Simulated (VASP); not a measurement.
Os:

```
CELL_PARAMETERS angstrom
2.73410 0.00000 0.00000
-1.36705 2.36780 0.00000
0.00000 0.00000 4.31970
ATOMIC_POSITIONS crystal
Os 0.66667 0.33333 0.75000
Os 0.33333 0.66667 0.25000
```

Base run:

```yaml
Program: VASP 6.6.1
Functional: r2SCAN
Potentials_or_basis: VASP PAW PBE potentials, release 64 (Os_sv_GW)
Cutoff: 620 eV
k_mesh: 11 × 11 × 6
Occupations: fermi-dirac, width 0.05 eV
Spin: no spin polarisation
```

Its results: band gap on the k mesh zero (bands 16 and 17 overlap by 4.07 eV); pressure 0.3 GPa.

**Question.** After a change of settings the same cell gave: band gap on the k mesh zero (bands 16 and 17 overlap by 3.90 eV); pressure 26.2 GPa. Which change was it?
A. functional from r2SCAN to BLYP; cutoff from 620 eV to 560 eV
B. functional from r2SCAN to r2SCAN0; cutoff from 620 eV to 460 eV; k mesh from 11 × 11 × 6 to 6 × 6 × 3
C. dispersion from none to D3(BJ)
D. dispersion from none to rVV10

**Answer.** A.

Caveats: the PAW data sets were made with another functional, which shifts forces and pressure a little; spin-orbit coupling is left out, which moves the levels of the heavy elements; the cell stands under pressure (at least some runs).
